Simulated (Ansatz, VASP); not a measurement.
**One calculation of Bi, two programs**

INCAR

```
ALGO = Normal
EDIFF = 1E-6
ENCUT = 500
GGA = RE
GGA_COMPAT = False
ISIF = 2
ISMEAR = 0
LASPH = True
LCHARG = False
LREAL = False
LWAVE = False
NBANDS = 14
NELM = 120
PREC = Accurate
SIGMA = 0.1888
```

The input KPOINTS:

```
k-points
0
Gamma
  6 6 6
```

File POSCAR:

```
Bi
1.0
    0.0000000000      2.5348230000      2.5348230000
    2.5348230000      0.0000000000      2.5348230000
    2.5348230000      2.5348230000      0.0000000000
Bi
1
Direct
    0.0000000000      0.0000000000      0.0000000000
```

Input for Ansatz:

```yaml
crystal:
  lattice:
    - [0.0, 2.534823, 2.534823]
    - [2.534823, 0.0, 2.534823]
    - [2.534823, 2.534823, 0.0]
  atoms:
    - { symbol: Bi, position: [0.0, 0.0, 0.0] }
  symmetry: { tolerance: 0.0003 }
kpoints:
  mp_grid: { grid: [6, 6, 6], shift: [0, 0, 0] }
magnetization:
  spin_polarized: false
scf:
  occupations: { method: gaussian, width: 0.1888 }
  convergence: { dr2_threshold: 1.0e-09 }
  lower_state_search: "off"
hamiltonian:
  pseudopotentials: { kind: paw }
  xc: revpbe
basis:
  ecutwfc: 500
output:
  forces: true
  stress: true
  eigenvalues: true
```

Alike in both runs: task single point; functional revPBE; k mesh 6 × 6 × 6; occupations gaussian, width 0.1888 eV; no spin polarisation.

|  | VASP | Ansatz |
| --- | --- | --- |
| version | VASP 6.6.1 | Ansatz 0.2.0 |
| potentials or method | VASP PAW PBE potentials, release 64 (Bi_d), cutoff 500 eV | PAW plane waves |
| valence electrons in the cell | 15 | 15 |

|  | VASP | Ansatz | Ansatz less VASP |
| --- | --- | --- | --- |
| gap on the k mesh at the Fermi level (eV) | none | none | - |
| pressure (GPa) | -0.6 | -0.6 | +0.06 |

VASP's potentials were made for PBE, not for revPBE. A gap of «none» marks a metal or a gap that the smearing closes. With one functional, cell and mesh, what is left measures potentials, basis and numerics. Ansatz's warnings: stress scf threshold loose.

Spin-orbit coupling is off throughout.
